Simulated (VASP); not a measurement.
Wanted: the native input for a VASP 6.6.1 run.

| Quantity | Value |
| --- | --- |
| Task | single point |
| Functional | PBE |
| Potentials or basis | VASP PAW PBE potentials, release 64 (Ba_sv) |
| Cutoff | 520 eV |
| k mesh | 9 × 9 × 3 |
| Occupations | fermi-dirac, width 0.1 eV |
| Spin | no spin polarisation |
| Dipole correction | no |
| Further INCAR settings | ALGO = Normal; EDIFF = 1e-07; NBANDS = 28 |

The structure of Ba lies in POSCAR:

```
Ba
1.0
    4.4313986802      0.0000000000      0.0000000000
   -2.2156993401      3.8377038313      0.0000000000
    0.0000000000      0.0000000000     14.4729503038
Ba
4
Direct
    0.0000000000      1.0000000000      0.0000000000
    0.0000000000      1.0000000000      0.5000000000
    0.3333333333      0.6666666667      0.2500000000
    0.6666666667      0.3333333333      0.7500000000
```

This isn't the form of Ba at room conditions, which is bcc.

These files were run (other wordings do the same):

INCAR

```
SYSTEM = Ba
  PREC = Accurate
  ENCUT = 520
  EDIFF = 1E-7
  ISMEAR = -1
  SIGMA = 0.1
  LREAL = .False.
  LASPH = .True.
  NELM = 60
  ALGO = Normal
  ISIF = 2
  LWAVE = .False.
  LCHARG = .True.
  GGA = PE
  LELF = .True.
  LVHAR = .True.
  NBANDS = 28
```

KPOINTS

```
regular mesh
0
Gamma
  9 9 3
  0 0 0
```

Potentials or basis: VASP PAW PBE potentials, release 64 (Ba_sv).

Launch:

```console
$ cat potpaw_PBE.64/Ba_sv/POTCAR > POTCAR
$ mpirun -np 1 vasp_std > vasp.out
```

It gave:

```
Pressure               : 0.4 GPa
Band gap on the k mesh : zero (bands 20 and 21 overlap by 0.15 eV)
```

Caveat: spin-orbit coupling is left out, which moves the levels of the heavy elements.

Wall time 2.4 min on 1 thread of AMD EPYC 7R13 Processor (Zen 3) (shared host), peak memory 0.4 GiB.
